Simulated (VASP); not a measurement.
Input of a VASP 6.6.1 run:

The input INCAR:

```
PREC = Accurate
ENCUT = 520
EDIFF = 1E-7
ISMEAR = 0
SIGMA = 0.1
LREAL = False
LASPH = True
NELM = 60
ALGO = Normal
ISIF = 2
LWAVE = False
LCHARG = False
LDIPOL = True
IDIPOL = 3
DIPOL = 0.5 0.5 0.292
GGA = PE
NBANDS = 104
```

Contents of KPOINTS:

```
Automatic mesh
0
Gamma
  6 6 1
```

Contents of POSCAR:

```
HRh6
1.0
    5.4165863251      0.0000000000      0.0000000000
   -2.7082931626      4.6909013593      0.0000000000
    0.0000000000      0.0000000000     22.2966119230
Rh H
12 2
Direct
    0.3333333333      0.1666666667      0.1793994538
    0.3333333333      0.6666666667      0.1793994538
    0.8333333333      0.1666666667      0.1793994538
    0.8333333333      0.6666666667      0.1793994538
    0.1666666667      0.3333333333      0.2757769167
    0.1666666667      0.8333333333      0.2757769167
    0.6666666667      0.3333333333      0.2757769167
    0.6666666667      0.8333333333      0.2757769167
    0.0000000000      0.0000000000      0.3721019118
    0.0000000000      0.5000000000      0.3721019118
    0.5000000000      0.0000000000      0.3721019118
    0.5000000000      0.5000000000      0.3721019118
    0.2010222061      0.4020444122      0.3922843503
    0.2989777939      0.5979555878      0.3922843503
```

Potentials or basis: VASP PAW PBE potentials, release 64 (Rh_pv, H).

Launch:

```sh
$ cat potpaw_PBE.64/Rh_pv/POTCAR potpaw_PBE.64/H/POTCAR > POTCAR
$ mpirun -np 1 vasp_std > vasp.out
```

(1) Predict the largest force.

(2) Estimate the band gap on the k mesh.

Answers

(1) 7.158 eV/Å.

(2) zero (bands 91 and 92 overlap by 0.84 eV).
